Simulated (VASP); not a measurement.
# AlRu (Pm-3m) in VASP: notebook

AlRu is run at these levels: PBE, PBE+D3(BJ); tasks: single point.

Program: VASP 6.6.1. These are calculated values, not measurements. Logs are shortened: lines on timing, memory, paths and dates and some standing lists are left out, and cuts for length are marked.

### Step 1. The cell of the first run

The structure is cubic, space group Pm-3m (No. 221). The conventional cell has a = 3.034 Å, b = 3.034 Å, c = 3.034 Å, α = 90.00°, β = 90.00°, γ = 90.00°. Within 3.5 Å of Al (site symmetry m-3m) lie 8 Ru at 2.63 Å and 6 Al at 3.03 Å. Within 3.5 Å of Ru (site symmetry m-3m) lie 8 Al at 2.63 Å and 6 Ru at 3.03 Å.

### Step 2. Single point, PBE (volume scaled by 1.03)

File INCAR:

```
SYSTEM = AlRu
PREC     = Accurate       ! precision mode
ENCUT    = 520            ! plane-wave cutoff, eV
EDIFF    = 1E-6           ! SCF threshold, eV
ISMEAR   = 0              ! smearing method
SIGMA    = 0.1            ! smearing width, eV
LREAL    = .False.        ! projectors in reciprocal space
LASPH    = .True.         ! aspherical terms in the spheres
NELM     = 80             ! most SCF steps
ALGO     = Normal         ! electronic algorithm
ISIF     = 2              ! what is computed and relaxed
LWAVE    = .False.        ! write WAVECAR
LCHARG   = .True.         ! write CHGCAR
GGA      = PE             ! functional
LELF     = .True.         ! ELF
LVHAR    = .True.       
NBANDS   = 16             ! bands
```

File KPOINTS:

```
regular mesh
0
Gamma
  14 14 14
  0 0 0
```

File POSCAR:

```
AlRu
1.0
    3.0338300721      0.0000000000      0.0000000000
    0.0000000000      3.0338300721      0.0000000000
    0.0000000000      0.0000000000      3.0338300721
Al Ru
1 1
Direct
    0.0000000000      0.0000000000      0.0000000000
    0.5000000000      0.5000000000      0.5000000000
```

Potentials or basis: VASP PAW PBE potentials, release 64 (Al, Ru_pv).

Started as:

```console
> cat potpaw_PBE.64/Al/POTCAR potpaw_PBE.64/Ru_pv/POTCAR > POTCAR
> mpirun -np 1 vasp_std > vasp.out
```

OUTCAR:

```text
SYSTEM = AlRu
   PREC = Accurate
   ENCUT = 520
   EDIFF = 1E-6
   ISMEAR = 0
   LREAL = .False.
   LASPH = .True.
   NELM = 80
   ISIF = 2
   GGA = PE

 ion  position               nearest neighbor table
   1  0.000  0.000  0.000-   2 2.63   2 2.63   2 2.63   2 2.63   2 2.63   2 2.63   2 2.63   2 2.63

   2  0.500  0.500  0.500-   1 2.63   1 2.63   1 2.63   1 2.63   1 2.63   1 2.63   1 2.63   1 2.63

  LATTYP: Found a simple cubic cell.
 ALAT       =     3.0338300721

  Lattice vectors:

 A1 = (   3.0338300721,   0.0000000000,   0.0000000000)
 A2 = (   0.0000000000,   3.0338300721,   0.0000000000)
 A3 = (   0.0000000000,   0.0000000000,   3.0338300721)

Analysis of symmetry for initial positions (statically):
=====================================================================
 Subroutine PRICEL returns:
 Original cell was already a primitive cell.

 Routine SETGRP: Setting up the symmetry group for a
 simple cubic supercell.

 Subroutine GETGRP returns: Found 48 space group operations
 (whereof 48 operations were pure point group operations)
 out of a pool of 48 trial point group operations.

The static configuration has the point symmetry O_h .

Analysis of symmetry for dynamics (positions and initial velocities):
=====================================================================
 Subroutine PRICEL returns:
 Original cell was already a primitive cell.

 Routine SETGRP: Setting up the symmetry group for a
 simple cubic supercell.

 Subroutine GETGRP returns: Found 48 space group operations
 (whereof 48 operations were pure point group operations)
 out of a pool of 48 trial point group operations.

The dynamic configuration has the point symmetry O_h .

 Subroutine INISYM returns: Found 48 space group operations
 (whereof 48 operations are pure point group operations),
 and found     1 'primitive' translations

----------------------------------------------------------------------------------------

                                     Primitive cell

  volume of cell :      27.9238

  direct lattice vectors                    reciprocal lattice vectors
     3.033830072  0.000000000  0.000000000     0.329616352  0.000000000  0.000000000
     0.000000000  3.033830072  0.000000000     0.000000000  0.329616352  0.000000000
     0.000000000  0.000000000  3.033830072     0.000000000  0.000000000  0.329616352

  length of vectors
     3.033830072  3.033830072  3.033830072     0.329616352  0.329616352  0.329616352

  position of ions in fractional coordinates (direct lattice)
     0.000000000  0.000000000  0.000000000
     0.500000000  0.500000000  0.500000000

  ion indices of the primitive-cell ions
   primitive index   ion index
                 1           1
                 2           2

----------------------------------------------------------------------------------------

 KPOINTS: regular mesh

Automatic generation of k-mesh.
 Grid dimensions read from file:
 generate k-points for:   14   14   14

 Generating k-lattice:

  Cartesian coordinates                     Fractional coordinates (reciprocal lattice)
     0.023544025  0.000000000  0.000000000     0.071428571  0.000000000  0.000000000
     0.000000000  0.023544025  0.000000000     0.000000000  0.071428571  0.000000000
     0.000000000  0.000000000  0.023544025     0.000000000  0.000000000  0.071428571

  Length of vectors
     0.023544025  0.023544025  0.023544025

  Shift w.r.t. Gamma in fractional coordinates (k-lattice)
     0.000000000  0.000000000  0.000000000

 Subroutine IBZKPT returns following result:
 ===========================================

 Found    120 irreducible k-points:

 Following reciprocal coordinates:
            Coordinates               Weight
  0.000000  0.000000  0.000000      1.000000
  0.071429  0.000000  0.000000      6.000000
  0.142857  0.000000  0.000000      6.000000
  0.214286  0.000000  0.000000      6.000000
  0.285714  0.000000  0.000000      6.000000
  0.357143  0.000000  0.000000      6.000000
[... 16 lines left out ...]
  0.285714  0.214286  0.000000     24.000000
  0.357143  0.214286  0.000000     24.000000
 [... further k-points ...]
   k-points           NKPTS =    120   k-points in BZ     NKDIM =    120   number of bands    NBANDS=     16
   number of dos      NEDOS =    301   number of ions     NIONS =      2
   total plane-waves  NPLWV =  13824
   dimension x,y,z NGX =    24 NGY =   24 NGZ =   24
   dimension x,y,z NGXF=    48 NGYF=   48 NGZF=   48
   ions per type =               1   1
   NGX,Y,Z   is equivalent  to a cutoff of  13.15, 13.15, 13.15 a.u.
   NGXF,Y,Z  is equivalent  to a cutoff of  26.30, 26.30, 26.30 a.u.
 SYSTEM =  AlRu
   PREC   = accura    normal or accurate (medium, high low for compatibility)
   ISTART =      0    job   : 0-new  1-cont  2-samecut
   ICHARG =      2    charge: 1-file 2-atom 10-const
   ISPIN  =      1    spin polarized calculation?
   LNONCOLLINEAR =      F non collinear calculations
   LSORBIT =      F    spin-orbit coupling
   LASPH  =      T    aspherical Exc in radial PAW
   ENCUT  =  520.0 eV  38.22 Ry    6.18 a.u.   5.64  5.64  5.64*2*pi/ulx,y,z
   NELM   =     80;   NELMIN=  2; NELMDL= -5     # of ELM steps
   EDIFF  = 0.1E-05   stopping-criterion for ELM
   LREAL  =      F    real-space projection
   EDIFFG = 0.1E-04   stopping-criterion for IOM
   NSW    =      0    number of steps for IOM
   IBRION =     -1    ionic relax: 0-MD 1-quasi-New 2-CG
   NFREE  =      0    steps in history (QN), initial steepest desc. (CG)
   ISIF   =      2    stress and relaxation
   ISYM   =      2    0-nonsym 1-usesym 2-fastsym
   POTIM  = 0.5000    time-step for ionic-motion
   TEBEG  =    0.0;   TEEND  =   0.0 temperature during run
   PSTRESS=    0.0 pullay stress
   NELECT =      17.0000    total number of electrons
   NUPDOWN=      -1.0000    fix difference up-down
   EMIN   =  10.00;   EMAX   =-10.00  energy-range for DOS
   EFERMI =   0.00;   METHOD = LEGACY
   ISMEAR =     0;   SIGMA  =   0.10  broadening in eV -4-tet -1-fermi 0-gaus
   EFERMI_NEDOS =   21; number of points for ismear=-14 and -15
   IALGO  =     38    algorithm
   IMIX   =      4    mixing-type and parameters
     AMIX     =   0.40;   BMIX     =  1.00
     AMIX_MAG =   1.60;   BMIX_MAG =  1.00
  volume/ion in A,a.u.               =      13.96        94.22
  Fermi-wavevector in a.u.,A,eV,Ry     =   1.387501  2.621996 26.193368  1.925158
  Thomas-Fermi vector in A             =   2.511716
   LORBIT       =      0    0 simple, 1 ext, 2 COOP (PROOUT), +10 PAW based schemes
   GGA     = PE    functional components
   LHFCALC =     F    Hartree Fock is set to
   AEXX    =    0.0000 exact exchange contribution
   IVDW    =     0    specifies the selected vdW correction
   LEPSILON=     F    determine dielectric tensor
   LRPA    =     F    only Hartree local field effects (RPA)
 non-spin polarized calculation
 Gauss-broadening in eV      SIGMA  =   0.10
  energy-cutoff  :      520.00
  volume of cell :       27.92
 maximum number of plane-waves:       768
 NGX is ok and might be reduce to    24
   NGX = 11   NGY = 11   NGZ = 11

 number of electron      17.0000001 magnetization

 Free energy of the ion-electron system (eV)
  ---------------------------------------------------
  ext. energy  EPLUGINS =         0.00000000
  ---------------------------------------------------
  free energy    TOTEN  =       -14.24350278 eV

  energy without entropy =      -14.23326212  energy(sigma->0) =      -14.23838245

 E-fermi :  10.1326     XC(G=0): -12.3521

 val. band max:       10.1317302880   @ k =   0.1429   0.0714   0.0714
 cond. band min:      10.1442130219   @ k =   0.3571   0.1429   0.0000
 fundamental gap:      0.0124827339
 Fermi energy:        10.1326287352

 k-point     1 :       0.0000    0.0000    0.0000
  band No.  band energies     occupation
      1     -31.6197      2.00000
      2     -31.6197      2.00000
      3     -31.6197      2.00000
      4       0.7040      2.00000
      5       6.7926      2.00000
      6       6.7926      2.00000
[... 8 lines left out ...]
     15      22.2686      0.00000
     16      24.4549      0.00000

 k-point     2 :       0.0714    0.0000    0.0000
  band No.  band energies     occupation
      1     -31.6286      2.00000
      2     -31.6189      2.00000
      3     -31.6189      2.00000
      4       0.7986      2.00000
      5       6.8227      2.00000
      6       6.8252      2.00000
[... 8 lines left out ...]
     15      22.2689      0.00000
     16      24.7661      0.00000

 k-point     3 :       0.1429    0.0000    0.0000
  band No.  band energies     occupation
      1     -31.6535      2.00000
      2     -31.6168      2.00000
      3     -31.6168      2.00000
      4       1.0782      2.00000
      5       6.8853      2.00000
      6       6.9187      2.00000
[... 8 lines left out ...]
     15      22.2703      0.00000
     16      25.7614      0.00000

 k-point     4 :       0.2143    0.0000    0.0000
  band No.  band energies     occupation
      1     -31.6893      2.00000
      2     -31.6138      2.00000
      3     -31.6138      2.00000
      4       1.5315      2.00000
      5       6.8930      2.00000
      6       7.0598      2.00000
[... 8 lines left out ...]
     15      22.3792      0.00000
     16      26.8436      0.00000

 k-point     5 :       0.2857    0.0000    0.0000
  band No.  band energies     occupation
      1     -31.7289      2.00000
      2     -31.6104      2.00000
      3     -31.6104      2.00000
      4       2.1400      2.00000
      5       6.7088      2.00000
      6       7.2259      2.00000
[... 8 lines left out ...]
     15      22.6953      0.00000
     16      25.5123      0.00000

 k-point     6 :       0.3571    0.0000    0.0000
  band No.  band energies     occupation
      1     -31.7644      2.00000
      2     -31.6074      2.00000
      3     -31.6074      2.00000
      4       2.8793      2.00000
      5       6.2297      2.00000
      6       7.3853      2.00000
[... 8 lines left out ...]
     15      22.9079      0.00000
     16      24.2232      0.00000

 k-point     7 :       0.4286    0.0000    0.0000
  band No.  band energies     occupation
      1     -31.7888      2.00000
      2     -31.6053      2.00000
      3     -31.6053      2.00000
      4       3.7153      2.00000
      5       5.4934      2.00000
      6       7.5019      2.00000
[... 8 lines left out ...]
     15      23.0280      0.00000
     16      23.0440      0.00000

 k-point     8 :       0.5000    0.0000    0.0000
  band No.  band energies     occupation
      1     -31.7975      2.00000
      2     -31.6045      2.00000
      3     -31.6045      2.00000
      4       4.5037      2.00000
      5       4.7250      2.00000
      6       7.5450      2.00000
[... 8 lines left out ...]
     15      22.3425      0.00000
     16      22.3425      0.00000

 k-point     9 :       0.0714    0.0714    0.0000
  band No.  band energies     occupation
      1     -31.6282      2.00000
      2     -31.6274      2.00000
      3     -31.6182      2.00000
      4       0.8924      2.00000
      5       6.8549      2.00000
      6       6.8574      2.00000
[... 8 lines left out ...]
     15      22.2690      0.00000
     16      25.0457      0.00000
[... 172 lines left out ...]
 k-point    19 :       0.3571    0.1429    0.0000
  band No.  band energies     occupation
      1     -31.7605      2.00000
      2     -31.6401      2.00000
      3     -31.6045      2.00000
      4       3.1621      2.00000
      5       6.3170      2.00000
      6       7.5413      2.00000
[... 8 lines left out ...]
     15      22.8048      0.00000
     16      24.1252      0.00000

 k-point    20 :       0.4286    0.1429    0.0000
  band No.  band energies     occupation
      1     -31.7848      2.00000
      2     -31.6378      2.00000
      3     -31.6024      2.00000
      4       3.9479      2.00000
      5       5.6098      2.00000
      6       7.6846      2.00000
[... 8 lines left out ...]
     15      22.2701      0.00000
     16      22.9825      0.00000

 k-point    21 :       0.5000    0.1429    0.0000
  band No.  band energies     occupation
      1     -31.7934      2.00000
      2     -31.6370      2.00000
      3     -31.6016      2.00000
      4       4.6700      2.00000
      5       4.9063      2.00000
      6       7.7437      2.00000
[... 8 lines left out ...]
     15      21.9560      0.00000
     16      22.2701      0.00000

 k-point    22 :       0.2143    0.2143    0.0000
  band No.  band energies     occupation
      1     -31.6843      2.00000
      2     -31.6806      2.00000
      3     -31.6079      2.00000
      4       2.2901      2.00000
      5       7.0280      2.00000
      6       7.3613      2.00000
[... 8 lines left out ...]
     15      24.3846      0.00000
     16      24.4660      0.00000

 k-point    23 :       0.2857    0.2143    0.0000
  band No.  band energies     occupation
      1     -31.7215      2.00000
      2     -31.6784      2.00000
      3     -31.6045      2.00000
      4       2.8334      2.00000
      5       6.8276      2.00000
      6       7.5479      2.00000
[... 8 lines left out ...]
     15      23.3074      0.00000
     16      25.0768      0.00000

 k-point    24 :       0.3571    0.2143    0.0000
  band No.  band energies     occupation
      1     -31.7564      2.00000
      2     -31.6748      2.00000
      3     -31.6014      2.00000
      4       3.4720      2.00000
      5       6.3785      2.00000
      6       7.7349      2.00000
[... 8 lines left out ...]
     15      22.2761      0.00000
     16      24.1366      0.00000

 [... further k-points ...]
[... 5 lines left out ...]
  --------------------------------------------------------------------------------------
  -------------------------------------------------------------------------------------
  Total       -0.9913261     -0.9913261     -0.9913261      0.0000000      0.0000000     -0.0000000
  in kB      -56.8791853    -56.8791853    -56.8791853      0.0000000      0.0000000     -0.0000000
  external PRESSURE =     -56.8791853 kB  Pullay stress =       0.0000000 kB

 VOLUME and BASIS-vectors are now :
 -----------------------------------------------------------------------------
  energy-cutoff  :      520.00
  volume of cell :       27.92
      direct lattice vectors                 reciprocal lattice vectors
     3.033830072  0.000000000  0.000000000     0.329616352  0.000000000  0.000000000
     0.000000000  3.033830072  0.000000000     0.000000000  0.329616352  0.000000000
     0.000000000  0.000000000  3.033830072     0.000000000  0.000000000  0.329616352

 POSITION                                       TOTAL-FORCE (eV/Angst)
 -----------------------------------------------------------------------------------
      0.00000      0.00000      0.00000         0.000000      0.000000      0.000000
      1.51692      1.51692      1.51692         0.000000      0.000000      0.000000
 -----------------------------------------------------------------------------------
    total drift:                                0.000000     -0.000000     -0.000000

  FREE ENERGIE OF THE ION-ELECTRON SYSTEM (eV)
  ---------------------------------------------------
  free  energy   TOTEN  =       -14.2435027790 eV

  energy  without entropy=      -14.2332621208  energy(sigma->0) =      -14.23838245
```

Run time: 47 s. Hardware: 1 thread of Intel Xeon 8259CL, shared host; peak memory 0.18 GiB.

What came out:

* Free energy: -14.2435 eV
* Pressure: -5.7 GPa

Levels at points of the mesh, in eV from the Fermi level:
```tsv
k point	band 7	band 8	band 9	band 10	band 11	band 12
(0.00, 0.00, 0.00)	0.17	0.17	0.17	5.88	5.88	5.88
(0.50, 0.00, 0.00)	-1.51	-1.51	0.40	2.14	7.47	10.81
(0.50, 0.50, 0.00)	-1.33	-1.09	-1.09	1.44	5.04	5.82
(0.50, 0.50, 0.50)	1.52	1.52	2.32	4.04	4.04	4.04
```

### Step 3. Single point, PBE (volume scaled by 1.06)

File INCAR:

```
SYSTEM = AlRu
ALGO = Fast
EDIFF = 1E-7
ENCUT = 520
GGA = PE
ISIF = 2
ISMEAR = 0
LASPH = .True.
LCHARG = .False.
LREAL = .False.
LWAVE = .False.
NBANDS = 16
NELM = 100
PREC = Accurate
SIGMA = 0.1
```

File KPOINTS:

```
k-points
0
Gamma
  14 14 14
  0 0 0
```

File POSCAR:

```
AlRu
1.0
    3.0630033048      0.0000000000      0.0000000000
    0.0000000000      3.0630033048      0.0000000000
    0.0000000000      0.0000000000      3.0630033048
Al Ru
1 1
Direct
    0.0000000000      0.0000000000      0.0000000000
    0.5000000000      0.5000000000      0.5000000000
```

Potentials or basis: VASP PAW PBE potentials, release 64 (Al, Ru_pv).

Started as:

```console
> cat potpaw_PBE.64/Al/POTCAR potpaw_PBE.64/Ru_pv/POTCAR > POTCAR
> mpirun -np 1 vasp_std > vasp.out
```

It took 51 s on 1 thread of Intel Xeon 8259CL, shared host; peak memory 0.17 GiB.

It converged, with:

```
Free energy : -14.2024 eV
Pressure    : -10.5 GPa
```

Levels at points of the mesh, in eV from the Fermi level:
```csv
k point,band 7,band 8,band 9,band 10,band 11,band 12
"(0.00, 0.00, 0.00)",0.16,0.16,0.16,5.74,5.74,5.74
"(0.50, 0.00, 0.00)",-1.46,-1.46,0.38,2.04,7.47,10.67
"(0.50, 0.50, 0.00)",-1.31,-1.04,-1.04,1.37,4.87,5.54
"(0.50, 0.50, 0.50)",1.45,1.45,2.14,3.98,3.98,3.98
```

### Step 4. Single point, PBE (volume scaled by 1.10)

File INCAR:

```
  ALGO = Normal
  EDIFF = 1E-6
  ENCUT = 520
  GGA = PE
  ISIF = 2
  ISMEAR = 0
  LASPH = True
  LCHARG = False
  LREAL = False
  LWAVE = False
  NBANDS = 16
  NELM = 100
  PREC = Accurate
  SIGMA = 0.1
```

File KPOINTS:

```
k-points
0
Gamma
  14 14 14
```

File POSCAR:

```
AlRu
1.0
    3.1010569263      0.0000000000      0.0000000000
    0.0000000000      3.1010569263      0.0000000000
    0.0000000000      0.0000000000      3.1010569263
Al Ru
1 1
Direct
    0.0000000000      0.0000000000      0.0000000000
    0.5000000000      0.5000000000      0.5000000000
```

Started as:

```console
> cat potpaw_PBE.64/Al/POTCAR potpaw_PBE.64/Ru_pv/POTCAR > POTCAR
> mpirun -np 1 vasp_std > vasp.out
```

Wall time 38 s (1 thread of Intel Xeon 8259CL, shared host); peak memory 0.18 GiB.

It converged, with:

* Free energy: -14.1134 eV
* Pressure: -15.7 GPa

Levels at points of the mesh, in eV from the Fermi level:
| k point | band 6 | band 7 | band 8 | band 9 | band 10 | band 11 | band 12 | band 13 |
| --- | --- | --- | --- | --- | --- | --- | --- | --- |
| (0.00, 0.00, 0.00) | -3.02 | 0.15 | 0.15 | 0.15 | 5.58 | 5.58 | 5.58 | 10.35 |
| (0.50, 0.00, 0.00) | -2.34 | -1.39 | -1.39 | 0.35 | 1.92 | 7.48 | 10.47 | 10.47 |
| (0.50, 0.50, 0.00) | -1.28 | -1.28 | -0.98 | -0.98 | 1.29 | 4.65 | 5.19 | 9.75 |
| (0.50, 0.50, 0.50) | -4.06 | 1.36 | 1.36 | 1.92 | 3.91 | 3.91 | 3.91 | 7.58 |

[end of part 1 of 2]
